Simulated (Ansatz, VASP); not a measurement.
# Al in VASP and in Ansatz

The input INCAR:

```
ALGO = Normal ; EDIFF = 1E-6
ENCUT = 520 ; GGA = PS
ISIF = 2 ; ISMEAR = 0
IVDW = 12 ; LASPH = T
LCHARG = F ; LREAL = F
LWAVE = F ; NBANDS = 14
NELM = 80 ; PREC = Accurate
SIGMA = 0.15
```

Contents of KPOINTS:

```
k-points
0
Gamma
  18 18 6
```

File POSCAR:

```
Al
1.0
    2.8957160449      0.0000000000      0.0000000000
   -1.4478580224      2.5077636571      0.0000000000
    0.0000000000      0.0000000000      8.7714134717
Al
4
Direct
    0.0000000000      0.0000000000      0.0000000000
    0.3333333333      0.6666666667      0.2500000000
    0.0000000000      0.0000000000      0.5000000000
    0.6666666667      0.3333333333      0.7500000000
```

Input for Ansatz:

```yaml
crystal:
  lattice:
    - [2.8957160449, 0.0, 0.0]
    - [-1.4478580224, 2.5077636571, 0.0]
    - [0.0, 0.0, 8.7714134717]
  atoms:
    - { symbol: Al, position: [0.0, 0.0, 0.0] }
    - { symbol: Al, position: [0.3333333333, 0.6666666667, 0.25] }
    - { symbol: Al, position: [0.0, 0.0, 0.5] }
    - { symbol: Al, position: [0.6666666667, 0.3333333333, 0.75] }
basis:
  ecutwfc: 420
kpoints:
  mp_grid: { grid: [18, 18, 6] }
hamiltonian:
  xc: pbesol
  pseudopotentials: { kind: paw, azcp: { folder: soft_1 } }
  dispersion: d3bj
scf:
  occupations: { method: gaussian, width: 0.15 }
output:
  forces: true
  stress: true
  eigenvalues: true
```

Alike in both runs: task single point; functional PBEsol; dispersion D3(BJ); k mesh 18 × 18 × 6; occupations gaussian, width 0.15 eV; no spin polarisation.

|  | VASP | Ansatz |
| --- | --- | --- |
| version | VASP 6.6.1 | Ansatz 0.2.0 |
| potentials or method | VASP PAW PBE potentials, release 64 (Al), cutoff 520 eV | scalar-relativistic, plane waves, PAW |
| valence electrons in the cell | 12 | 12 |

Ansatz gave:

```
gap on the k mesh at the Fermi level (eV)                     : none
pressure (GPa)                                                : -1.0
traceless stress, the component that is largest in VASP (GPa) : 4.11
```

Q: Estimate VASP's values.

A: gap on the k mesh at the Fermi level (eV): none; pressure (GPa): -0.9; traceless stress, the component that is largest in VASP (GPa): 4.14.

VASP's potentials were made for PBE, not for PBEsol, and Ansatz warns of the same on its side. A gap of «none» marks a metal or a gap that the smearing closes.
